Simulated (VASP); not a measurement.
A run of VASP 6.6.1 is set up as follows.

The input INCAR:

```
SYSTEM = C
ALGO = Normal ; EDIFF = 1E-6
ENCUT = 520 ; GGA = PE
ISIF = 2 ; ISMEAR = 0
LASPH = .TRUE. ; LCHARG = .FALSE.
LREAL = .FALSE. ; LWAVE = .FALSE.
NBANDS = 11 ; NELM = 100
PREC = Accurate ; SIGMA = 0.05
```

Contents of KPOINTS:

```
k-points
0
G
  12 12 12
  0 0 0
```

Contents of POSCAR:

```
C
1.0
    0.0000000000      1.8826768702      1.6002753396
    1.8826768702      0.0000000000      1.6002753396
    1.8826768702      1.8826768702      0.0000000000
C
2
Direct
    0.5000000000      0.5000000000      0.5000000000
    0.7500000000      0.7500000000      0.7500000000
```

Potentials or basis: VASP PAW PBE potentials, release 64 (C).

The run is started by

```console
$ cat potpaw_PBE.64/C/POTCAR > POTCAR
$ mpirun -np 1 vasp_std > vasp.out
```

Problem. Predict the band gap on the k mesh.

Solution. 0.29 eV, indirect (least direct gap 3.15 eV).

Problem. Predict the pressure.

Solution. 2.8 GPa.

Stress tensor (GPa, compression positive):
```
-38.99   0.00   0.00
  0.00 -38.99   0.00
  0.00   0.00  86.32
```

 A k mesh can miss the band edges.
